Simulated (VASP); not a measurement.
# Ta2PbO3 (Amm2) in VASP: further runs

The runs below take Ta2PbO3 through single point, relaxation of cell and atoms, with PBE.

All numbers are computed with VASP 6.6.1; they aren't measurements. Logs are shortened: lines on timing, memory, paths and dates and some standing lists are left out, and cuts for length are marked.

## (1) The cell of the first run

Symmetry: Amm2, No. 38, orthorhombic system. Conventional cell: a = 2.965 Å, b = 6.757 Å, c = 9.235 Å, α = 90.00°, β = 90.00°, γ = 90.00°. Ta (site symmetry mm2) has 4 O at 2.06 to 2.17 Å within 2.7 Å. Ta (site symmetry mm2) has 5 O at 2.02 to 2.09 Å within 2.7 Å. Pb (site symmetry mm2) has 2 Pb at 2.97 Å and 5 Ta at 2.98 to 3.73 Å and 10 O at 3.24 to 3.41 Å within 3.9 Å. O (site symmetry mm2) has 3 Ta at 2.02 to 2.17 Å within 2.7 Å. O (site symmetry m) has 3 Ta at 2.06 to 2.09 Å and 1 O at 2.76 Å within 2.8 Å.

The cell was built from a structure type or drawn by symmetry, and may not be a known phase.

## (2) Single point, PBE

INCAR

```
SYSTEM = Ta2PbO3
  ALGO = Normal
  EDIFF = 1E-7
  ENCUT = 520
  GGA = PE
  ISIF = 2
  ISMEAR = 0
  LASPH = .TRUE.
  LCHARG = .FALSE.
  LREAL = .FALSE.
  LWAVE = .FALSE.
  NBANDS = 36
  NELM = 100
  PREC = Accurate
  SIGMA = 0.2
```

KPOINTS

```
k-points
0
G
  5 3 3
  0 0 0
```

POSCAR

```
Ta2PbO3
1.0
    2.9654780019      0.0000000000      0.0000000000
    0.0000000000      3.3783317256      4.6176753022
    0.0000000000     -3.3783317256      4.6176753022
Ta Pb O
2 1 3
Direct
    0.0000000000      0.9458287940      0.9458287940
    0.5000000000      0.5544877059      0.5544877059
    0.5000000000      0.2254489227      0.2254489227
    0.5000000000      0.7735422834      0.7735422834
    0.0000000000      0.2958253502      0.7048669239
    0.0000000000      0.7048669239      0.2958253502
```

Potentials or basis: VASP PAW PBE potentials, release 64 (Ta_pv, Pb_d, O).

On the command line:

```sh
> cat potpaw_PBE.64/Ta_pv/POTCAR potpaw_PBE.64/Pb_d/POTCAR potpaw_PBE.64/O/POTCAR > POTCAR
> mpirun -np 1 vasp_std > vasp.out
```

OUTCAR:

```text
SYSTEM = Ta2PbO3
   EDIFF = 1E-7
   ENCUT = 520
   GGA = PE
   ISIF = 2
   ISMEAR = 0
   LASPH = .TRUE.
   LREAL = .FALSE.
   NELM = 100
   PREC = Accurate

 ion  position               nearest neighbor table
   1  0.000  0.946  0.946-   5 2.06   6 2.06   4 2.17   4 2.17   3 2.98   3 2.98
   2  0.500  0.554  0.554-   4 2.02   5 2.09   6 2.09   5 2.09   6 2.09   3 3.04   3 3.73   3 3.73

   3  0.500  0.225  0.225-   1 2.98   1 2.98   2 3.04   2 3.73   2 3.73
   4  0.500  0.774  0.774-   2 2.02   1 2.17   1 2.17
   5  0.000  0.296  0.705-   1 2.06   2 2.09   2 2.09
   6  0.000  0.705  0.296-   1 2.06   2 2.09   2 2.09

  LATTYP: Found a base centered orthorhombic cell.
 ALAT       =     6.7566634512
 B/A-ratio  =     1.3668507646
 C/A-ratio  =     0.4388968051

  Lattice vectors:

 A1 = (   0.0000000000,   3.3783317256,  -4.6176753022)
 A2 = (   0.0000000000,   3.3783317256,   4.6176753022)
 A3 = (   2.9654780019,   0.0000000000,   0.0000000000)

Analysis of symmetry for initial positions (statically):
=====================================================================
 Subroutine PRICEL returns:
 Original cell was already a primitive cell.

 Routine SETGRP: Setting up the symmetry group for a
 base centered orthorhombic supercell.

 Subroutine GETGRP returns: Found  4 space group operations
 (whereof  4 operations were pure point group operations)
 out of a pool of  8 trial point group operations.

The static configuration has the point symmetry C_2v.

Analysis of symmetry for dynamics (positions and initial velocities):
=====================================================================
 Subroutine PRICEL returns:
 Original cell was already a primitive cell.

 Routine SETGRP: Setting up the symmetry group for a
 base centered orthorhombic supercell.

 Subroutine GETGRP returns: Found  4 space group operations
 (whereof  4 operations were pure point group operations)
 out of a pool of  8 trial point group operations.

The dynamic configuration has the point symmetry C_2v.

 Subroutine INISYM returns: Found  4 space group operations
 (whereof  4 operations are pure point group operations),
 and found     1 'primitive' translations

----------------------------------------------------------------------------------------

                                     Primitive cell

  volume of cell :      92.5231

  direct lattice vectors                    reciprocal lattice vectors
     2.965478002  0.000000000  0.000000000     0.337213764  0.000000000  0.000000000
     0.000000000  3.378331726  4.617675302     0.000000000  0.148002044  0.108279592
     0.000000000 -3.378331726  4.617675302     0.000000000 -0.148002044  0.108279592

  length of vectors
     2.965478002  5.721542663  5.721542663     0.337213764  0.183382320  0.183382320

  position of ions in fractional coordinates (direct lattice)
     0.000000000  0.945828794  0.945828794
     0.500000000  0.554487706  0.554487706
     0.500000000  0.225448923  0.225448923
     0.500000000  0.773542283  0.773542283
     0.000000000  0.295825350  0.704866924
     0.000000000  0.704866924  0.295825350

  ion indices of the primitive-cell ions
   primitive index   ion index
                 1           1
                 2           2
                 3           3
                 4           4
                 5           5
                 6           6

----------------------------------------------------------------------------------------

 KPOINTS: k-points

Automatic generation of k-mesh.
 Grid dimensions read from file:
 generate k-points for:    5    3    3

 Generating k-lattice:

  Cartesian coordinates                     Fractional coordinates (reciprocal lattice)
     0.067442753  0.000000000  0.000000000     0.200000000  0.000000000  0.000000000
     0.000000000  0.049334015  0.036093197     0.000000000  0.333333333  0.000000000
     0.000000000 -0.049334015  0.036093197     0.000000000  0.000000000  0.333333333

  Length of vectors
     0.067442753  0.061127440  0.061127440

  Shift w.r.t. Gamma in fractional coordinates (k-lattice)
     0.000000000  0.000000000  0.000000000

 Subroutine IBZKPT returns following result:
 ===========================================

 Found     12 irreducible k-points:

 Following reciprocal coordinates:
            Coordinates               Weight
  0.000000  0.000000  0.000000      1.000000
  0.200000  0.000000  0.000000      2.000000
  0.400000  0.000000  0.000000      2.000000
  0.000000  0.333333 -0.000000      4.000000
  0.200000  0.333333 -0.000000      8.000000
  0.400000  0.333333 -0.000000      8.000000
  0.000000  0.333333  0.333333      2.000000
  0.200000  0.333333  0.333333      4.000000
  0.400000  0.333333  0.333333      4.000000
  0.000000 -0.333333  0.333333      2.000000
  0.200000 -0.333333  0.333333      4.000000
  0.400000 -0.333333  0.333333      4.000000
   k-points           NKPTS =     12   k-points in BZ     NKDIM =     12   number of bands    NBANDS=     36
   number of dos      NEDOS =    301   number of ions     NIONS =      6
   total plane-waves  NPLWV =  55296
   dimension x,y,z NGX =    24 NGY =   48 NGZ =   48
   dimension x,y,z NGXF=    48 NGYF=   96 NGZF=   96
   ions per type =               2   1   3
   NGX,Y,Z   is equivalent  to a cutoff of  13.45, 13.95, 13.95 a.u.
   NGXF,Y,Z  is equivalent  to a cutoff of  26.91, 27.89, 27.89 a.u.
 SYSTEM =  Ta2PbO3
   PREC   = accura    normal or accurate (medium, high low for compatibility)
   ISTART =      0    job   : 0-new  1-cont  2-samecut
   ICHARG =      2    charge: 1-file 2-atom 10-const
   ISPIN  =      1    spin polarized calculation?
   LNONCOLLINEAR =      F non collinear calculations
   LSORBIT =      F    spin-orbit coupling
   LASPH  =      T    aspherical Exc in radial PAW
   ENCUT  =  520.0 eV  38.22 Ry    6.18 a.u.   5.51 10.64 10.64*2*pi/ulx,y,z
   NELM   =    100;   NELMIN=  2; NELMDL= -5     # of ELM steps
   EDIFF  = 0.1E-06   stopping-criterion for ELM
   LREAL  =      F    real-space projection
   EDIFFG = 0.1E-05   stopping-criterion for IOM
   NSW    =      0    number of steps for IOM
   IBRION =     -1    ionic relax: 0-MD 1-quasi-New 2-CG
   NFREE  =      0    steps in history (QN), initial steepest desc. (CG)
   ISIF   =      2    stress and relaxation
   ISYM   =      2    0-nonsym 1-usesym 2-fastsym
   POTIM  = 0.5000    time-step for ionic-motion
   TEBEG  =    0.0;   TEEND  =   0.0 temperature during run
   PSTRESS=    0.0 pullay stress
   NELECT =      54.0000    total number of electrons
   NUPDOWN=      -1.0000    fix difference up-down
   EMIN   =  10.00;   EMAX   =-10.00  energy-range for DOS
   EFERMI =   0.00;   METHOD = LEGACY
   ISMEAR =     0;   SIGMA  =   0.20  broadening in eV -4-tet -1-fermi 0-gaus
   EFERMI_NEDOS =   21; number of points for ismear=-14 and -15
   IALGO  =     38    algorithm
   IMIX   =      4    mixing-type and parameters
     AMIX     =   0.40;   BMIX     =  1.00
     AMIX_MAG =   1.60;   BMIX_MAG =  1.00
  volume/ion in A,a.u.               =      15.42       104.06
  Fermi-wavevector in a.u.,A,eV,Ry     =   1.368115  2.585363 25.466553  1.871739
  Thomas-Fermi vector in A             =   2.494108
   LORBIT       =      0    0 simple, 1 ext, 2 COOP (PROOUT), +10 PAW based schemes
   GGA     = PE    functional components
   LHFCALC =     F    Hartree Fock is set to
   AEXX    =    0.0000 exact exchange contribution
   IVDW    =     0    specifies the selected vdW correction
   LEPSILON=     F    determine dielectric tensor
   LRPA    =     F    only Hartree local field effects (RPA)
 non-spin polarized calculation
 Gauss-broadening in eV      SIGMA  =   0.20
  energy-cutoff  :      520.00
  volume of cell :       92.52
 maximum number of plane-waves:      2509
 NGX is ok and might be reduce to    24
   NGX = 11   NGY = 21   NGZ = 21

 number of electron      53.9999994 magnetization

 Free energy of the ion-electron system (eV)
  ---------------------------------------------------
  ext. energy  EPLUGINS =         0.00000000
  ---------------------------------------------------
  free energy    TOTEN  =       -51.02729520 eV

  energy without entropy =      -50.96981552  energy(sigma->0) =      -50.99855536

 E-fermi :   6.4295     XC(G=0): -11.1503

 val. band max:        6.3937508233   @ k =   0.4000  -0.3333   0.3333
 cond. band min:       6.4504069504   @ k =   0.0000   0.3333  -0.0000
 fundamental gap:      0.0566561271
 Fermi energy:         6.4295048659

 k-point     1 :       0.0000    0.0000    0.0000
  band No.  band energies     occupation
      1     -29.8796      2.00000
      2     -29.8026      2.00000
      3     -29.6222      2.00000
      4     -29.3726      2.00000
      5     -29.2560      2.00000
      6     -28.7170      2.00000
[... 28 lines left out ...]
     35      10.1947      0.00000
     36      11.6377      0.00000

 k-point     2 :       0.2000    0.0000    0.0000
  band No.  band energies     occupation
      1     -29.8559      2.00000
      2     -29.7489      2.00000
      3     -29.6241      2.00000
      4     -29.6077      2.00000
      5     -29.2260      2.00000
      6     -28.9258      2.00000
[... 28 lines left out ...]
     35      10.5829      0.00000
     36      11.6639      0.00000

 k-point     3 :       0.4000    0.0000    0.0000
  band No.  band energies     occupation
      1     -30.0139      2.00000
      2     -29.8118      2.00000
      3     -29.6480      2.00000
      4     -29.5965      2.00000
      5     -29.2534      2.00000
      6     -29.1724      2.00000
[... 28 lines left out ...]
     35      11.3765      0.00000
     36      11.6881      0.00000
[... 274 lines left out ...]
 k-point    11 :       0.2000   -0.3333    0.3333
  band No.  band energies     occupation
      1     -29.8580      2.00000
      2     -29.7266      2.00000
      3     -29.6541      2.00000
      4     -29.5993      2.00000
      5     -29.2257      2.00000
      6     -28.9254      2.00000
[... 28 lines left out ...]
     35      10.3013      0.00000
     36      11.4004      0.00000

 k-point    12 :       0.4000   -0.3333    0.3333
  band No.  band energies     occupation
      1     -30.0193      2.00000
      2     -29.8127      2.00000
      3     -29.6375      2.00000
      4     -29.6019      2.00000
      5     -29.2520      2.00000
      6     -29.1722      2.00000
[... 28 lines left out ...]
     35      10.3947      0.00000
     36      11.4182      0.00000

------------------------ aborting loop because EDIFF is reached ----------------------------------------

  FORCE on cell =-STRESS in cart. coord.  units (eV):
  Direction    XX          YY          ZZ          XY          YZ          ZX
  --------------------------------------------------------------------------------------
  -------------------------------------------------------------------------------------
  Total       -0.0406053      0.1228428      0.2735831      0.0000000      0.0000000      0.0000000
  in kB       -0.7031413      2.1272074      4.7375030      0.0000000      0.0000000      0.0000000
  external PRESSURE =       2.0538564 kB  Pullay stress =       0.0000000 kB

 VOLUME and BASIS-vectors are now :
 -----------------------------------------------------------------------------
  energy-cutoff  :      520.00
  volume of cell :       92.52
      direct lattice vectors                 reciprocal lattice vectors
     2.965478002  0.000000000  0.000000000     0.337213764  0.000000000  0.000000000
     0.000000000  3.378331726  4.617675302     0.000000000  0.148002044  0.108279592
     0.000000000 -3.378331726  4.617675302     0.000000000 -0.148002044  0.108279592

 POSITION                                       TOTAL-FORCE (eV/Angst)
 -----------------------------------------------------------------------------------
      0.00000      0.00000      8.73506         0.000000      0.000000      0.038354
      1.48274      0.00000      5.12089         0.000000      0.000000     -0.046546
      1.48274      0.00000      2.08210         0.000000      0.000000     -0.008176
      1.48274      0.00000      7.14393         0.000000      0.000000      0.017139
      0.00000     -1.38188      4.62087         0.000000     -0.006408     -0.000385
      0.00000      1.38188      4.62087         0.000000      0.006408     -0.000385
 -----------------------------------------------------------------------------------
    total drift:                                0.000000     -0.000000      0.000064

  FREE ENERGIE OF THE ION-ELECTRON SYSTEM (eV)
  ---------------------------------------------------
  free  energy   TOTEN  =       -51.0272952015 eV

  energy  without entropy=      -50.9698155223  energy(sigma->0) =      -50.99855536
```

Run time: 39 s. Hardware: 1 thread of Intel Xeon Platinum 8488C (Sapphire Rapids), shared host; peak memory 0.23 GiB.

What came out:

| Quantity | Value |
| --- | --- |
| Free energy | -51.0273 eV |
| Pressure | 0.2 GPa |
| Largest force | 0.047 eV/Å |
| Band gap on the k mesh | zero (bands 27 and 28 overlap by 0.47 eV) |

Forces on the atoms (eV/Å):
```
Ta   0.000  0.000  0.038
Ta   0.000  0.000 -0.047
Pb   0.000  0.000 -0.008
O    0.000  0.000  0.017
O    0.000 -0.006  0.000
O    0.000  0.006  0.000
```

Caveat: the k points lie up to 0.42 Å⁻¹ apart; spin-orbit coupling is left out, which moves the levels of the heavy elements.

(Continued in part 2 of 2.)
